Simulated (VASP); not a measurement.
# Sc (Pm-3m) in VASP: further runs

Runs on Sc. Level: r2SCAN. Tasks: single point.

Everything below comes from runs of VASP 6.6.1. Logs are shortened: lines on timing, memory, paths and dates and some standing lists are left out, and cuts for length are marked.

## Step 1: The cell of the first run

Symmetry: Pm-3m, No. 221, cubic system. Conventional cell: a = 2.932 Å, b = 2.932 Å, c = 2.932 Å, α = 90.00°, β = 90.00°, γ = 90.00°. Sc (site symmetry m-3m) has 6 Sc at 2.93 Å within 3.9 Å.

## Step 2: Single point, r2SCAN, collinear spin, ferromagnetic start (volume scaled by 0.96)

File POSCAR:

```
Sc
1.0
    2.9321635975      0.0000000000      0.0000000000
    0.0000000000      2.9321635975      0.0000000000
    0.0000000000      0.0000000000      2.9321635975
Sc
1
Direct
    0.0000000000      0.0000000000      0.0000000000
```

File INCAR.step1:

```
SYSTEM = Sc
PREC = Accurate ; ENCUT = 520
ISMEAR = -1 ; SIGMA = 0.05
LREAL = .FALSE. ; LASPH = .TRUE.
NELM = 150 ; ISPIN = 2
MAGMOM = 0.67 ; LMAXMIX = 4
NBANDS = 16 ; GGA = PE
ALGO = Normal ; EDIFF = 1E-4
LWAVE = .TRUE. ; LCHARG = .FALSE.
```

File INCAR.step2:

```
SYSTEM = Sc
PREC = Accurate ; ENCUT = 520
EDIFF = 1E-7 ; ISMEAR = -1
SIGMA = 0.05 ; LREAL = .FALSE.
LASPH = .TRUE. ; NELM = 150
ALGO = Normal ; ISIF = 2
LWAVE = .FALSE. ; LCHARG = .FALSE.
ISPIN = 2 ; MAGMOM = 0.67
LORBIT = 11 ; LMAXMIX = 4
METAGGA = R2SCAN ; LMIXTAU = .TRUE.
NBANDS = 16 ; ISTART = 1
```

File KPOINTS:

```
regular mesh
0
G
  17 17 17
  0 0 0
```

Potentials or basis: VASP PAW PBE potentials, release 64 (Sc_sv).

Started as:

```console
$ cat potpaw_PBE.64/Sc_sv/POTCAR > POTCAR
$ cp INCAR.step1 INCAR
$ mpirun -np 1 vasp_std > vasp.out
$ cp INCAR.step2 INCAR
$ mpirun -np 1 vasp_std > vasp.out
```

OUTCAR:

```text
SYSTEM = Sc
   PREC = Accurate
   ENCUT = 520
   EDIFF = 1E-7
   ISMEAR = -1
   LREAL = .FALSE.
   LASPH = .TRUE.
   NELM = 150
   ISIF = 2
   ISPIN = 2
   LORBIT = 11
   METAGGA = R2SCAN
   ISTART = 1

 ion  position               nearest neighbor table
   1  0.000  0.000  0.000-

  LATTYP: Found a simple cubic cell.
 ALAT       =     2.9321635975

  Lattice vectors:

 A1 = (   2.9321635975,   0.0000000000,   0.0000000000)
 A2 = (   0.0000000000,   2.9321635975,   0.0000000000)
 A3 = (   0.0000000000,   0.0000000000,   2.9321635975)

Analysis of symmetry for initial positions (statically):
=====================================================================
 Subroutine PRICEL returns:
 Original cell was already a primitive cell.

 Routine SETGRP: Setting up the symmetry group for a
 simple cubic supercell.

 Subroutine GETGRP returns: Found 48 space group operations
 (whereof 48 operations were pure point group operations)
 out of a pool of 48 trial point group operations.

The static configuration has the point symmetry O_h .

Analysis of symmetry for dynamics (positions and initial velocities):
=====================================================================
 Subroutine PRICEL returns:
 Original cell was already a primitive cell.

 Routine SETGRP: Setting up the symmetry group for a
 simple cubic supercell.

 Subroutine GETGRP returns: Found 48 space group operations
 (whereof 48 operations were pure point group operations)
 out of a pool of 48 trial point group operations.

The dynamic configuration has the point symmetry O_h .

Analysis of structural, dynamic, and magnetic symmetry:
=====================================================================
 Subroutine PRICEL returns:
 Original cell was already a primitive cell.

 Routine SETGRP: Setting up the symmetry group for a
 simple cubic supercell.

 Subroutine GETGRP returns: Found 48 space group operations
 (whereof 48 operations were pure point group operations)
 out of a pool of 48 trial point group operations.

The overall configuration has the point symmetry O_h .

 Subroutine INISYM returns: Found 48 space group operations
 (whereof 48 operations are pure point group operations),
 and found     1 'primitive' translations

----------------------------------------------------------------------------------------

                                     Primitive cell

  volume of cell :      25.2095

  direct lattice vectors                    reciprocal lattice vectors
     2.932163598  0.000000000  0.000000000     0.341045091  0.000000000  0.000000000
     0.000000000  2.932163598  0.000000000     0.000000000  0.341045091  0.000000000
     0.000000000  0.000000000  2.932163598     0.000000000  0.000000000  0.341045091

  length of vectors
     2.932163598  2.932163598  2.932163598     0.341045091  0.341045091  0.341045091

  position of ions in fractional coordinates (direct lattice)
     0.000000000  0.000000000  0.000000000

  ion indices of the primitive-cell ions
   primitive index   ion index
                 1           1

----------------------------------------------------------------------------------------

 KPOINTS: regular mesh

Automatic generation of k-mesh.
 Grid dimensions read from file:
 generate k-points for:   17   17   17

 Generating k-lattice:

  Cartesian coordinates                     Fractional coordinates (reciprocal lattice)
     0.020061476  0.000000000  0.000000000     0.058823529  0.000000000  0.000000000
     0.000000000  0.020061476  0.000000000     0.000000000  0.058823529  0.000000000
     0.000000000  0.000000000  0.020061476     0.000000000  0.000000000  0.058823529

  Length of vectors
     0.020061476  0.020061476  0.020061476

  Shift w.r.t. Gamma in fractional coordinates (k-lattice)
     0.000000000  0.000000000  0.000000000

 Subroutine IBZKPT returns following result:
 ===========================================

 Found    165 irreducible k-points:

 Following reciprocal coordinates:
            Coordinates               Weight
  0.000000  0.000000  0.000000      1.000000
  0.058824  0.000000  0.000000      6.000000
  0.117647  0.000000  0.000000      6.000000
  0.176471  0.000000  0.000000      6.000000
  0.235294  0.000000  0.000000      6.000000
  0.294118  0.000000  0.000000      6.000000
[... 16 lines left out ...]
  0.411765  0.117647  0.000000     24.000000
  0.470588  0.117647  0.000000     24.000000
 [... further k-points ...]
   k-points           NKPTS =    165   k-points in BZ     NKDIM =    165   number of bands    NBANDS=     16
   number of dos      NEDOS =    301   number of ions     NIONS =      1
   total plane-waves  NPLWV =  13824
   dimension x,y,z NGX =    24 NGY =   24 NGZ =   24
   dimension x,y,z NGXF=    48 NGYF=   48 NGZF=   48
   ions per type =               1
   NGX,Y,Z   is equivalent  to a cutoff of  13.61, 13.61, 13.61 a.u.
   NGXF,Y,Z  is equivalent  to a cutoff of  27.21, 27.21, 27.21 a.u.
 SYSTEM =  Sc
   PREC   = accura    normal or accurate (medium, high low for compatibility)
   ISTART =      1    job   : 0-new  1-cont  2-samecut
   ICHARG =      0    charge: 1-file 2-atom 10-const
   ISPIN  =      2    spin polarized calculation?
   LNONCOLLINEAR =      F non collinear calculations
   LSORBIT =      F    spin-orbit coupling
   LASPH  =      T    aspherical Exc in radial PAW
   ENCUT  =  520.0 eV  38.22 Ry    6.18 a.u.   5.45  5.45  5.45*2*pi/ulx,y,z
   NELM   =    150;   NELMIN=  2; NELMDL=  0     # of ELM steps
   EDIFF  = 0.1E-06   stopping-criterion for ELM
   LREAL  =      F    real-space projection
   EDIFFG = 0.1E-05   stopping-criterion for IOM
   NSW    =      0    number of steps for IOM
   IBRION =     -1    ionic relax: 0-MD 1-quasi-New 2-CG
   NFREE  =      0    steps in history (QN), initial steepest desc. (CG)
   ISIF   =      2    stress and relaxation
   ISYM   =      2    0-nonsym 1-usesym 2-fastsym
   POTIM  = 0.5000    time-step for ionic-motion
   TEBEG  =    0.0;   TEEND  =   0.0 temperature during run
   PSTRESS=    0.0 pullay stress
   NELECT =      11.0000    total number of electrons
   NUPDOWN=      -1.0000    fix difference up-down
   EMIN   =  10.00;   EMAX   =-10.00  energy-range for DOS
   EFERMI =   0.00;   METHOD = LEGACY
   ISMEAR =    -1;   SIGMA  =   0.05  broadening in eV -4-tet -1-fermi 0-gaus
   EFERMI_NEDOS =   21; number of points for ismear=-14 and -15
   IALGO  =     38    algorithm
   IMIX   =      4    mixing-type and parameters
     AMIX     =   0.40;   BMIX     =  1.00
     AMIX_MAG =   1.60;   BMIX_MAG =  1.00
  volume/ion in A,a.u.               =      25.21       170.12
  Fermi-wavevector in a.u.,A,eV,Ry     =   1.241702  2.346477 20.977801  1.541825
  Thomas-Fermi vector in A             =   2.376089
   LORBIT       =     11    0 simple, 1 ext, 2 COOP (PROOUT), +10 PAW based schemes
   METAGGA = R2SCAN    functional components
   LHFCALC =     F    Hartree Fock is set to
   AEXX    =    0.0000 exact exchange contribution
   IVDW    =     0    specifies the selected vdW correction
   LEPSILON=     F    determine dielectric tensor
   LRPA    =     F    only Hartree local field effects (RPA)
 spin polarized calculation
  energy-cutoff  :      520.00
  volume of cell :       25.21
 maximum number of plane-waves:       705
 NGX is ok and might be reduce to    24
   NGX = 11   NGY = 11   NGZ = 11

 number of electron      10.9999996 magnetization       0.9283298

 Free energy of the ion-electron system (eV)
  ---------------------------------------------------
  ext. energy  EPLUGINS =         0.00000000
  ---------------------------------------------------
  free energy    TOTEN  =       -10.65283226 eV

  energy without entropy =      -10.64446378  energy(sigma->0) =      -10.64864802

 E-fermi :   3.6315     XC(G=0): -10.3791

 val. band max:        3.6301919231   @ k =   0.4706   0.3529   0.3529
 cond. band min:       3.6331989066   @ k =   0.2353   0.1765   0.1176
 fundamental gap:      0.0030069835
 Fermi energy:         3.6314797953

 spin component 1

 k-point     1 :       0.0000    0.0000    0.0000
  band No.  band energies     occupation
      1     -48.1928      1.00000
      2     -25.5628      1.00000
      3     -25.5628      1.00000
      4     -25.5628      1.00000
      5      -2.0005      1.00000
      6       2.5440      1.00000
[... 8 lines left out ...]
     15      20.6684      0.00000
     16      21.9727      0.00000

 k-point     2 :       0.0588    0.0000    0.0000
  band No.  band energies     occupation
      1     -48.1901      1.00000
      2     -25.5851      1.00000
      3     -25.5610      1.00000
      4     -25.5610      1.00000
      5      -1.9238      1.00000
      6       2.5643      1.00000
[... 8 lines left out ...]
     15      20.9903      0.00000
     16      22.4300      0.00000
[... 387 lines left out ...]
      5       1.1775      1.00000
      6       3.0956      0.99998
[... 8 lines left out ...]
     15      21.6572      0.00000
     16      25.0643      0.00000

 k-point    24 :       0.4706    0.1176    0.0000
  band No.  band energies     occupation
      1     -48.1043      1.00000
      2     -26.1802      1.00000
      3     -25.5909      1.00000
      4     -25.5034      1.00000
      5       1.6878      1.00000
      6       2.7870      1.00000
[... 8 lines left out ...]
     15      22.5445      0.00000
     16      24.0991      0.00000

 [... further k-points ...]

 spin component 2

 k-point     1 :       0.0000    0.0000    0.0000
  band No.  band energies     occupation
      1     -47.5242      1.00000
      2     -24.9154      1.00000
      3     -24.9154      1.00000
      4     -24.9154      1.00000
      5      -1.3253      1.00000
      6       4.2531      0.00000
[... 8 lines left out ...]
     15      21.5810      0.00000
     16      23.1604      0.00000

 k-point     2 :       0.0588    0.0000    0.0000
  band No.  band energies     occupation
      1     -47.5218      1.00000
      2     -24.9350      1.00000
      3     -24.9136      1.00000
      4     -24.9136      1.00000
      5      -1.2489      1.00000
      6       4.2747      0.00000
[... 8 lines left out ...]
     15      21.9191      0.00000
     16      23.5690      0.00000
[... 387 lines left out ...]
      5       2.0143      1.00000
      6       4.0328      0.00033
[... 8 lines left out ...]
     15      22.3285      0.00000
     16      25.6299      0.00000

 k-point    24 :       0.4706    0.1176    0.0000
  band No.  band energies     occupation
      1     -47.4459      1.00000
      2     -25.4599      1.00000
      3     -24.9338      1.00000
      4     -24.8570      1.00000
      5       2.7300      1.00000
      6       3.4267      0.98361
[... 8 lines left out ...]
     15      23.2403      0.00000
     16      24.5336      0.00000

 [... further k-points ...]
[... 5 lines left out ...]
  --------------------------------------------------------------------------------------
  -------------------------------------------------------------------------------------
  Total        0.2840497      0.2840497      0.2840497      0.0000000     -0.0000000     -0.0000000
  in kB       18.0526244     18.0526244     18.0526244      0.0000000     -0.0000000     -0.0000000
  external PRESSURE =      18.0526244 kB  Pullay stress =       0.0000000 kB

 VOLUME and BASIS-vectors are now :
 -----------------------------------------------------------------------------
  energy-cutoff  :      520.00
  volume of cell :       25.21
      direct lattice vectors                 reciprocal lattice vectors
     2.932163598  0.000000000  0.000000000     0.341045091  0.000000000  0.000000000
     0.000000000  2.932163598  0.000000000     0.000000000  0.341045091  0.000000000
     0.000000000  0.000000000  2.932163598     0.000000000  0.000000000  0.341045091

 POSITION                                       TOTAL-FORCE (eV/Angst)
 -----------------------------------------------------------------------------------
      0.00000      0.00000      0.00000         0.000000      0.000000      0.000000
 -----------------------------------------------------------------------------------
    total drift:                                0.000000      0.000000      0.000000

  FREE ENERGIE OF THE ION-ELECTRON SYSTEM (eV)
  ---------------------------------------------------
  free  energy   TOTEN  =       -10.6528322599 eV

  energy  without entropy=      -10.6444637787  energy(sigma->0) =      -10.64864802

 total charge

# of ion       s       p       d       tot
------------------------------------------
    1        2.251   6.083   1.142   9.475

 magnetization (x)

# of ion       s       p       d       tot
------------------------------------------
    1        0.060   0.031   0.620   0.712
```

It took 4.2 min on 1 thread of Intel Xeon 6975P-C, shared host; peak memory 0.23 GiB.

What came out:

```
Free energy                                           : -10.6528 eV
Pressure                                              : 1.8 GPa
Net moment                                            : 0.93 μB per cell
Site moments                                          : Sc +0.71 μB
Valence electrons inside the program's atomic spheres : Sc 9.47
```

Levels at points of the mesh, in eV from the Fermi level:
Spin up:
```
           k point  band 2  band 3  band 4  band 5  band 6  band 7  band 8  band 9  band 10  band 11
(0.00, 0.00, 0.00)  -29.19  -29.19  -29.19   -5.63   -1.09   -1.09    4.27    4.27     4.27    13.11
```
Spin down:
```
           k point  band 1  band 2  band 3  band 4  band 5  band 6  band 7  band 8  band 9  band 10
(0.00, 0.00, 0.00)  -51.16  -28.55  -28.55  -28.55   -4.96    0.62    0.62    4.63    4.63     4.63
```

Caveat: the PAW data sets were made with another functional, which shifts forces and pressure a little.

(Continued in part 2 of 2.)
